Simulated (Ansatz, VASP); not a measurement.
**One calculation of ZnS, two programs**

```
Zn S
1.0
     3.95899    0.00000    0.00000
    -1.97950    3.42859    0.00000
     0.00000    0.00000    6.49556
Zn S
2 2
Direct
  0.33333 0.66667 0.00539
  0.66667 0.33333 0.50539
  0.33333 0.66667 0.37961
  0.66667 0.33333 0.87961
```

Change from the starting cell: strain +0.040 along x and y, +0.040 along z, atoms carried along.

Alike in both runs: task single point; functional r2SCAN; k mesh 6 × 6 × 4; occupations gaussian, width 0.05 eV; no spin polarisation.

|  | VASP | Ansatz |
| --- | --- | --- |
| version | VASP 6.6.1 | Ansatz 0.2.0 |
| potentials or method | VASP PAW PBE potentials, release 64 (Zn, S), cutoff 520 eV | scalar-relativistic, plane waves, PAW |
| valence electrons in the cell | 36 | 36 |

```csv
,VASP,Ansatz,Ansatz less VASP
gap on the k mesh at the Fermi level (eV),2.23,2.23,-0.002
least direct gap on the mesh (eV),2.23,2.23,-0.002
pressure (GPa),-7.2,-7.2,+0.01
"traceless stress, the component that is largest in VASP (GPa)",-0.11,-0.11,-0.003
rms of the force components (eV/Å),0.015,0.013,-0.0026
```

VASP's potentials were made for PBE, not for r2SCAN. Atom by atom the forces differ by 0.003 eV/Å (rms over components).
